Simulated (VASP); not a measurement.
Wanted: the native input for a VASP 6.6.1 run.

| Property | Result |
| --- | --- |
| Task | single point |
| Functional | PBE |
| Potentials or basis | VASP PAW PBE potentials, release 64 (K_sv, Br) |
| Cutoff | 520 eV |
| k mesh | 6 × 6 × 4 |
| Occupations | fermi-dirac, width 0.02 eV |
| Spin | no spin polarisation |
| Dipole correction | no |
| Further INCAR settings | ALGO = Normal; EDIFF = 1e-07; NBANDS = 24 |

The structure of KBr lies in POSCAR:

```
KBr
1.0
    5.5994782725      0.0000000000      0.0000000000
   -2.7997391363      4.8492904319      0.0000000000
    0.0000000000      0.0000000000      6.5315469807
K Br
2 2
Direct
    0.3333333333      0.6666666667     -0.0625000000
    0.6666666667      0.3333333333      0.4375000000
    0.3333333333      0.6666666667      0.4375000000
    0.6666666667      0.3333333333      0.9375000000
```

This cell differs from its parent crystal: strain -0.3%.

These files were run (other wordings do the same):

INCAR

```
PREC = Accurate ; ENCUT = 520
EDIFF = 1E-7 ; ISMEAR = -1
SIGMA = 0.02 ; LREAL = False
LASPH = True ; NELM = 100
ALGO = Normal ; ISIF = 2
LWAVE = False ; LCHARG = False
GGA = PE ; NBANDS = 24
```

KPOINTS

```
Automatic mesh
0
Gamma
  6 6 4
```

Potentials or basis: VASP PAW PBE potentials, release 64 (K_sv, Br).

Launch:

```bash
$ cat potpaw_PBE.64/K_sv/POTCAR potpaw_PBE.64/Br/POTCAR > POTCAR
$ mpirun -np 1 vasp_std > vasp.out
```

Results of the run:

```
Pressure               : 0.5 GPa
Band gap on the k mesh : 4.20 eV, direct
```

Caveat: the cell differs from its parent crystal (strain -0.3%).

Run time: 66 s on 1 thread of AMD EPYC 9R45 96-Core Processor (Zen 5) (shared host), peak memory 0.29 GiB.
